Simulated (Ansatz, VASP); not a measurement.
**HfO2: VASP beside Ansatz**

```xyz
3
Lattice="0.0000 2.5292 2.5292 2.5292 0.0000 2.5292 2.5292 2.5292 0.0000" Properties=species:S:1:pos:R:3 pbc="T T T"
Hf    0.0000    0.0000    0.0000
O     1.2646    1.2646    1.2646
O     3.7938    3.7938    3.7938
```

Alike in both runs: task single point; functional r2SCAN; k mesh 8 × 8 × 8; occupations gaussian, width 0.05 eV; no spin polarisation.

|  | VASP | Ansatz |
| --- | --- | --- |
| version | VASP 6.6.1 | Ansatz 0.2.0 |
| potentials or method | VASP PAW PBE potentials, release 64 (Hf_pv, O), cutoff 520 eV | scalar-relativistic, plane waves, PAW |
| valence electrons in the cell | 22 | 38 |

VASP gave:

- gap on the k mesh at the Fermi level (eV): 4.31
- least direct gap on the mesh (eV): 4.31
- pressure (GPa): -4.0

Question: Which values does Ansatz return?

Answer: gap on the k mesh at the Fermi level (eV): 4.30; least direct gap on the mesh (eV): 4.30; pressure (GPa): 0.0.

VASP's potentials were made for PBE, not for r2SCAN. With one functional, cell and mesh, what is left measures potentials, basis and numerics. VASP's potentials hold 22 valence electrons a cell and Ansatz's 38, so a difference there can come from the potentials and not from the codes.

Spin-orbit coupling is off throughout.
